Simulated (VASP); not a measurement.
Write the native input for VASP 6.6.1 that does the following.

```
Task                   : single point
Functional             : LDA
Potentials or basis    : VASP PAW LDA potentials, release 64 (Rh_pv)
Cutoff                 : 500 eV
k mesh                 : 17 × 17 × 17
Occupations            : fermi-dirac, width 0.05 eV
Spin                   : no spin polarisation
Dipole correction      : no
Further INCAR settings : ALGO = Normal; EDIFF = 1e-06; NBANDS = 14
```

The structure of Rh lies in POSCAR:

```
Rh
1.0
    0.0000000000      1.8768619208      1.8768619208
    1.8768619208      0.0000000000      1.8768619208
    1.8768619208      1.8768619208      0.0000000000
Rh
1
Direct
    0.0000000000      0.0000000000      0.0000000000
```

These files were run (other wordings do the same):

INCAR

```
SYSTEM = Rh
PREC = Accurate
ENCUT = 500
EDIFF = 1E-6
ISMEAR = -1
SIGMA = 0.05
LREAL = .False.
LASPH = .True.
NELM = 120
ALGO = Normal
ISIF = 2
LWAVE = .False.
LCHARG = .True.
GGA = CA
LELF = .True.
LVHAR = .True.
NBANDS = 14
GGA_COMPAT = .False.
```

KPOINTS

```
Automatic mesh
0
Gamma
  17 17 17
  0 0 0
```

Potentials or basis: VASP PAW LDA potentials, release 64 (Rh_pv).

Command:

```bash
$ cat potpaw_LDA.64/Rh_pv/POTCAR > POTCAR
$ mpirun -np 1 vasp_std > vasp.out
```

Results of the run:

```yaml
Pressure: 1.0 GPa
Band_gap_on_the_k_mesh: zero (an odd number of electrons rules out a gap without spin polarisation)
```

It took 34 s on 1 thread of Intel Xeon 8259CL (shared host), peak memory 0.14 GiB.
